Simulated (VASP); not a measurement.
# AgI (P6_3mc) in VASP: settings compared, part 2 of 2

VASP 6.6.1. Earlier steps stand in the parts before.

## (5) Single point, PBE

File INCAR:

```
SYSTEM = AgI
ALGO     = Normal         ! electronic algorithm
EDIFF    = 1E-6           ! SCF threshold, eV
ENCUT    = 500            ! plane-wave cutoff, eV
GGA      = PE             ! functional
GGA_COMPAT= .FALSE.      
ISIF     = 2              ! what is computed and relaxed
ISMEAR   = 0              ! smearing method
LASPH    = .TRUE.         ! aspherical terms in the spheres
LCHARG   = .FALSE.        ! write CHGCAR
LREAL    = .FALSE.        ! projectors in reciprocal space
LWAVE    = .FALSE.        ! write WAVECAR
NBANDS   = 26             ! bands
NELM     = 120            ! most SCF steps
PREC     = Accurate       ! precision mode
SIGMA    = 0.01           ! smearing width, eV
```

File KPOINTS:

```
k-points
0
G
  5 5 5
  0 0 0
```

File POSCAR:

```
AgI
1.0
    4.6507421514      0.0000000000      0.0000000000
   -2.3253710757      4.0276608495      0.0000000000
    0.0000000000      0.0000000000      7.5997163705
Ag I
2 2
Direct
    0.6666666667      0.3333333333      0.6275238183
    0.3333333333      0.6666666667      0.1275238183
    0.6666666667      0.3333333333      0.0024761817
    0.3333333333      0.6666666667      0.5024761817
```

Potentials or basis: VASP PAW PBE potentials, release 64 (Ag, I).

Started as:

```console
$ cat potpaw_PBE.64/Ag/POTCAR potpaw_PBE.64/I/POTCAR > POTCAR
$ mpirun -np 1 vasp_std > vasp.out
```

OUTCAR:

```text
SYSTEM = AgI
   EDIFF = 1E-6
   ENCUT = 500
   GGA = PE
   ISIF = 2
   ISMEAR = 0
   LASPH = .TRUE.
   LREAL = .FALSE.
   NELM = 120
   PREC = Accurate

 ion  position               nearest neighbor table
   1  0.667  0.333  0.628-   4 2.85   4 2.85   4 2.85   3 2.85
   2  0.333  0.667  0.128-   3 2.85   3 2.85   3 2.85   4 2.85
   3  0.667  0.333  0.002-   2 2.85   2 2.85   2 2.85   1 2.85
   4  0.333  0.667  0.502-   1 2.85   1 2.85   1 2.85   2 2.85

  LATTYP: Found a hexagonal cell.
[... 623 lines left out ...]

  FORCE on cell =-STRESS in cart. coord.  units (eV):
  Direction    XX          YY          ZZ          XY          YZ          ZX
  --------------------------------------------------------------------------------------
  -------------------------------------------------------------------------------------
  Total        0.5220957      0.5220957      0.5312914      0.0000000      0.0000000     -0.0000000
  in kB        5.8760865      5.8760865      5.9795818      0.0000000      0.0000000     -0.0000000
  external PRESSURE =       5.9105849 kB  Pullay stress =       0.0000000 kB

 VOLUME and BASIS-vectors are now :
 -----------------------------------------------------------------------------
  energy-cutoff  :      500.00
  volume of cell :      142.35
      direct lattice vectors                 reciprocal lattice vectors
     4.650742151  0.000000000  0.000000000     0.215019446  0.124141535  0.000000000
    -2.325371076  4.027660850  0.000000000     0.000000000  0.248283070  0.000000000
     0.000000000  0.000000000  7.599716371     0.000000000  0.000000000  0.131583858

 POSITION                                       TOTAL-FORCE (eV/Angst)
 -----------------------------------------------------------------------------------
      2.32537      1.34255      4.76900        -0.000000     -0.000000      0.001342
     -0.00000      2.68511      0.96914         0.000000      0.000000      0.001342
      2.32537      1.34255      0.01882         0.000000     -0.000000     -0.001342
     -0.00000      2.68511      3.81868        -0.000000      0.000000     -0.001342
 -----------------------------------------------------------------------------------
    total drift:                               -0.000000      0.000000      0.000569

  FREE ENERGIE OF THE ION-ELECTRON SYSTEM (eV)
  ---------------------------------------------------
  free  energy   TOTEN  =        -9.5721218525 eV

  energy  without entropy=       -9.5721218525  energy(sigma->0) =       -9.57212185
```

Wall time 33 s (1 thread of AMD EPYC 9R45 (Zen 5), shared host); peak memory 0.23 GiB.

Results:

| Property | Result |
| --- | --- |
| Free energy | -9.5721 eV |
| Pressure | 0.6 GPa |
| Band gap on the k mesh | 1.37 eV |

Caveat: spin-orbit coupling is left out, which moves the levels of the heavy elements.

## (6) Single point, PBE

File INCAR:

```
SYSTEM = AgI
  ALGO = Normal
  EDIFF = 1E-6
  ENCUT = 500
  GGA = PE
  GGA_COMPAT = .False.
  ISIF = 2
  ISMEAR = 0
  ISYM = 0
  LASPH = .True.
  LCHARG = .False.
  LREAL = .False.
  LWAVE = .False.
  NBANDS = 26
  NELM = 120
  PREC = Accurate
  SIGMA = 0.01
```

File KPOINTS:

```
Automatic mesh
0
Gamma
  6 6 2
  0.5 0.5 0.5
```

POSCAR is that of step 5.

Potentials or basis: VASP PAW PBE potentials, release 64 (Ag, I).

Started as:

```console
$ cat potpaw_PBE.64/Ag/POTCAR potpaw_PBE.64/I/POTCAR > POTCAR
$ mpirun -np 1 vasp_std > vasp.out
```

OUTCAR:

```text
SYSTEM = AgI
   EDIFF = 1E-6
   ENCUT = 500
   GGA = PE
   ISIF = 2
   ISMEAR = 0
   ISYM = 0
   LASPH = .True.
   LREAL = .False.
   NELM = 120
   PREC = Accurate

 ion  position               nearest neighbor table
   1  0.667  0.333  0.628-   4 2.85   4 2.85   4 2.85   3 2.85
   2  0.333  0.667  0.128-   3 2.85   3 2.85   3 2.85   4 2.85
   3  0.667  0.333  0.002-   2 2.85   2 2.85   2 2.85   1 2.85
   4  0.333  0.667  0.502-   1 2.85   1 2.85   1 2.85   2 2.85

IMPORTANT INFORMATION: All symmetrisations will be switched off!
NOSYMM: (Re-)initialisation of all symmetry stuff for point group C_1.

----------------------------------------------------------------------------------------

                                     Primitive cell

  volume of cell :     142.3549

  direct lattice vectors                    reciprocal lattice vectors
     4.650742151  0.000000000  0.000000000     0.215019446  0.124141535  0.000000000
    -2.325371076  4.027660850  0.000000000     0.000000000  0.248283070  0.000000000
     0.000000000  0.000000000  7.599716371     0.000000000  0.000000000  0.131583858

  length of vectors
     4.650742151  4.650742151  7.599716371     0.248283070  0.248283070  0.131583858

  position of ions in fractional coordinates (direct lattice)
     0.666666667  0.333333333  0.627523818
     0.333333333  0.666666667  0.127523818
     0.666666667  0.333333333  0.002476182
     0.333333333  0.666666667  0.502476182

  ion indices of the primitive-cell ions
   primitive index   ion index
                 1           1
                 2           2
                 3           3
                 4           4

----------------------------------------------------------------------------------------

 KPOINTS: Automatic mesh

Automatic generation of k-mesh.
 Grid dimensions read from file:
 generate k-points for:    6    6    2

 Generating k-lattice:

[... 74 lines left out ...]
   EMIN   =  10.00;   EMAX   =-10.00  energy-range for DOS
   EFERMI =   0.00;   METHOD = LEGACY
   ISMEAR =     0;   SIGMA  =   0.01  broadening in eV -4-tet -1-fermi 0-gaus
   EFERMI_NEDOS =   21; number of points for ismear=-14 and -15
   IALGO  =     38    algorithm
   IMIX   =      4    mixing-type and parameters
     AMIX     =   0.40;   BMIX     =  1.00
     AMIX_MAG =   1.60;   BMIX_MAG =  1.00
  volume/ion in A,a.u.               =      35.59       240.16
  Fermi-wavevector in a.u.,A,eV,Ry     =   1.035265  1.956367 14.582362  1.071773
  Thomas-Fermi vector in A             =   2.169600
   LORBIT       =      0    0 simple, 1 ext, 2 COOP (PROOUT), +10 PAW based schemes
   GGA     = PE    functional components
   LHFCALC =     F    Hartree Fock is set to
   AEXX    =    0.0000 exact exchange contribution
   IVDW    =     0    specifies the selected vdW correction
   LEPSILON=     F    determine dielectric tensor
   LRPA    =     F    only Hartree local field effects (RPA)
 non-spin polarized calculation
 Gauss-broadening in eV      SIGMA  =   0.01
  energy-cutoff  :      500.00
  volume of cell :      142.35
 maximum number of plane-waves:      3631
 NGX is ok and might be reduce to    36
   NGX = 17   NGY = 17   NGZ = 27

 number of electron      36.0000004 magnetization

 Free energy of the ion-electron system (eV)
  ---------------------------------------------------
  ext. energy  EPLUGINS =         0.00000000
  ---------------------------------------------------
  free energy    TOTEN  =        -9.57575298 eV

  energy without entropy =       -9.57575298  energy(sigma->0) =       -9.57575298

 E-fermi :   2.6134     XC(G=0):  -8.2492

 val. band max:        2.5616758680   @ k =   0.0833   0.0000   0.2500
 cond. band min:       4.9147430880   @ k =   0.0000  -0.0833   0.2500
 fundamental gap:      2.3530672200
 Fermi energy:         2.6133611964

 k-point     1 :       0.0833    0.0833    0.2500
  band No.  band energies     occupation
      1      -9.8104      2.00000
      2      -9.6402      2.00000
      3      -1.3311      2.00000
      4      -1.2765      2.00000
      5      -1.2130      2.00000
      6      -1.2079      2.00000
[... 685 lines left out ...]
     25      10.2532      0.00000
     26      11.1271      0.00000

 [... further k-points ...]
[... 5 lines left out ...]
  --------------------------------------------------------------------------------------
  -------------------------------------------------------------------------------------
  Total        0.5025045      0.5025039      0.5547821     -0.0000023      0.0000003      0.0000001
  in kB        5.6555914      5.6555842      6.2439648     -0.0000263      0.0000028      0.0000006
  external PRESSURE =       5.8517135 kB  Pullay stress =       0.0000000 kB

 VOLUME and BASIS-vectors are now :
 -----------------------------------------------------------------------------
  energy-cutoff  :      500.00
  volume of cell :      142.35
      direct lattice vectors                 reciprocal lattice vectors
     4.650742151  0.000000000  0.000000000     0.215019446  0.124141535  0.000000000
    -2.325371076  4.027660850  0.000000000     0.000000000  0.248283070  0.000000000
     0.000000000  0.000000000  7.599716371     0.000000000  0.000000000  0.131583858

 POSITION                                       TOTAL-FORCE (eV/Angst)
 -----------------------------------------------------------------------------------
      2.32537      1.34255      4.76900        -0.000000      0.000000     -0.000274
     -0.00000      2.68511      0.96914        -0.000000     -0.000000     -0.000274
      2.32537      1.34255      0.01882         0.000000      0.000000      0.000274
     -0.00000      2.68511      3.81868         0.000000     -0.000000      0.000274
 -----------------------------------------------------------------------------------
    total drift:                               -0.000000     -0.000000      0.000574

  FREE ENERGIE OF THE ION-ELECTRON SYSTEM (eV)
  ---------------------------------------------------
  free  energy   TOTEN  =        -9.5757529762 eV

  energy  without entropy=       -9.5757529762  energy(sigma->0) =       -9.57575298
```

stdout:

```text
POSCAR found type information on POSCAR AgI
 POSCAR found :  2 types and       4 ions
 scaLAPACK will be used
 LDA part: xc-table for (Slater+PW92), standard interpolation
 POSCAR, INCAR and KPOINTS ok, starting setup
 FFT: planning ... GRIDC
 FFT: planning ... GRID_SOFT
 FFT: planning ... GRID
 WAVECAR not read
 entering main loop
```

Run time: 3.4 min. Hardware: 1 thread of AMD EPYC 9R45 (Zen 5), shared host; peak memory 0.45 GiB.

Results:

| Property | Result |
| --- | --- |
| Free energy | -9.5758 eV |
| Pressure | 0.6 GPa |
| Band gap on the k mesh | 2.35 eV |

Caveat: spin-orbit coupling is left out, which moves the levels of the heavy elements; a shifted mesh leaves out Γ, where band edges can lie. As with any semilocal functional, this PBE gap is likely too small.

## (7) Summary

```csv
level,k mesh,smearing,gap on the mesh (eV),pressure (GPa)
PBE,6 × 6 × 2,gaussian 0.01 eV,1.37,0.6
PBE+D3(BJ),6 × 6 × 2,gaussian 0.01 eV,1.37,-1.1
PBE,6 × 6 × 2,gaussian 0.5 eV,1.37,0.6
PBE,5 × 5 × 5,gaussian 0.01 eV,1.37,0.6
PBE,"6 × 6 × 2, shifted",gaussian 0.01 eV,2.35,0.6
```

Alike in all rows: task single point; potentials or basis VASP PAW PBE potentials, release 64 (Ag, I); no spin polarisation; cell as given; cutoff (eV) 500.

The pressure there spans -1.1 GPa (PBE+D3(BJ)) to 0.6 GPa (PBE); a positive pressure means that this level wants a larger cell, a negative one a smaller.

Caveats: spin-orbit coupling is left out, which moves the levels of the heavy elements; so wide a smearing shifts energies and pressures (at least some runs); a shifted mesh leaves out Γ, where band edges can lie (at least some runs).

Absolute energies hang on the potentials; compare differences alone.
